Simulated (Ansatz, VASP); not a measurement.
**AlNi in VASP and in Ansatz**

INCAR

```
PREC     = Accurate       # precision mode
ENCUT    = 600            # plane-wave cutoff, eV
EDIFF    = 1E-6           # SCF threshold, eV
ISMEAR   = 0              # smearing method
SIGMA    = 0.1            # smearing width, eV
LREAL    = F              # projectors in reciprocal space
LASPH    = T              # aspherical terms in the spheres
NELM     = 120            # most SCF steps
ALGO     = Normal         # electronic algorithm
ISIF     = 2              # what is computed and relaxed
LWAVE    = F              # write WAVECAR
LCHARG   = F              # write CHGCAR
GGA      = PE             # functional
NBANDS   = 14             # bands
GGA_COMPAT= F
```

The input KPOINTS:

```
Automatic mesh
0
Gamma
  6 6 6
```

Contents of POSCAR:

```
AlNi
1.0
    2.8597110000      0.0000000000      0.0000000000
    0.0000000000      2.8597110000      0.0000000000
    0.0000000000      0.0000000000      2.8597110000
Al Ni
1 1
Direct
    0.5000000000      0.5000000000      0.5000000000
    0.0000000000      0.0000000000      0.0000000000
```

Input for Ansatz:

```yaml
crystal:
  lattice:
    - [2.859711, 0.0, 0.0]
    - [0.0, 2.859711, 0.0]
    - [0.0, 0.0, 2.859711]
  atoms:
    - { symbol: Al, position: [0.5, 0.5, 0.5] }
    - { symbol: Ni, position: [0.0, 0.0, 0.0] }
basis:
  ecutwfc: 420
kpoints:
  mp_grid: { grid: [6, 6, 6] }
hamiltonian:
  xc: pbe
scf:
  occupations: { method: gaussian, width: 0.1 }
output:
  forces: true
  stress: true
  eigenvalues: true
```

Alike in both runs: task single point; functional PBE; k mesh 6 × 6 × 6; occupations gaussian, width 0.1 eV; no spin polarisation.

|  | VASP | Ansatz |
| --- | --- | --- |
| version | VASP 6.6.1 | Ansatz 0.2.0 |
| potentials or method | VASP PAW PBE potentials, release 64 (Al, Ni), cutoff 600 eV | scalar-relativistic, plane waves, PAW |
| valence electrons in the cell | 13 | 21 |

```csv
,VASP,Ansatz,Ansatz less VASP
gap on the k mesh at the Fermi level (eV),none,none,-
pressure (GPa),6.2,6.3,+0.05
```

A gap of «none» marks a metal or a gap that the smearing closes. The functional is the same, so the differences come from potentials, cutoffs and numerics. VASP's potentials hold 13 valence electrons a cell and Ansatz's 21, so a difference there can come from the potentials and not from the codes.

The k mesh is coarse, so the values compare programs but aren't converged.
